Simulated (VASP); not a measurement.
Runs of VASP 6.6.1 on Ge. It takes space group Cmmm (No. 65, orthorhombic). Conventional cell: a = 2.794 Å, b = 5.201 Å, c = 2.698 Å, α = 90.00°, β = 90.00°, γ = 90.00°. Ge (site symmetry mmm) has 8 Ge at 2.70 to 2.95 Å within 3.6 Å. 

```tsv
k mesh	gap on the mesh (eV)	pressure (GPa)
7 × 7 × 7	none	(a)
11 × 11 × 10	none	(b)
6 × 6 × 5	none	-3.8
4 × 4 × 4	none	-4.0
3 × 3 × 3	none	-7.9
```

Alike in all rows: task single point; level LDA; potentials or basis VASP PAW LDA potentials, release 64 (Ge_d); no spin polarisation; cell as given; cutoff (eV) 520; smearing methfessel-paxton 0.1 eV.

Q: Estimate the missing entries.

A: (a) -6.0; (b) -5.8.

Caveats: some runs use coarse meshes.

A k mesh can miss the band edges, and the runs leave out spin-orbit coupling on Ge.

A gap of «none» marks levels without a gap at the run's occupations.
